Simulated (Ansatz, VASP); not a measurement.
**GaN in VASP and in Ansatz**

```
CELL_PARAMETERS angstrom
3.30410 0.00000 0.00000
-1.65205 2.86144 0.00000
0.00000 0.00000 4.73082
ATOMIC_POSITIONS crystal
Ga 0.33333 0.66667 0.00000
Ga 0.66667 0.33333 0.50000
N 0.33333 0.66667 0.50000
N 0.66667 0.33333 0.00000
```

Alike in both runs: task relaxation of cell and atoms; functional r2SCAN; k mesh 12 × 12 × 8; occupations gaussian, width 0.02 eV; no spin polarisation.

```csv
,VASP,Ansatz
version,VASP 6.6.1,Ansatz 0.2.0
potentials or method,"VASP PAW PBE potentials, release 64 (Ga_d, N), cutoff 600 eV","scalar-relativistic, plane waves, PAW"
valence electrons in the cell,36,36
```

Ansatz gave:

```
gap on the k mesh at the Fermi level, each at its own relaxed structure (eV)  : 1.87
relaxed volume (Å³/atom)                                                      : 11.22
relaxed length of the cell vector where the two differ most in proportion (Å) : 4.757
```

Problem. Which values does VASP return?

Solution. gap on the k mesh at the Fermi level, each at its own relaxed structure (eV): 1.85; relaxed volume (Å³/atom): 11.24; relaxed length of the cell vector where the two differ most in proportion (Å): 4.736.

VASP's potentials were made for PBE, not for r2SCAN.
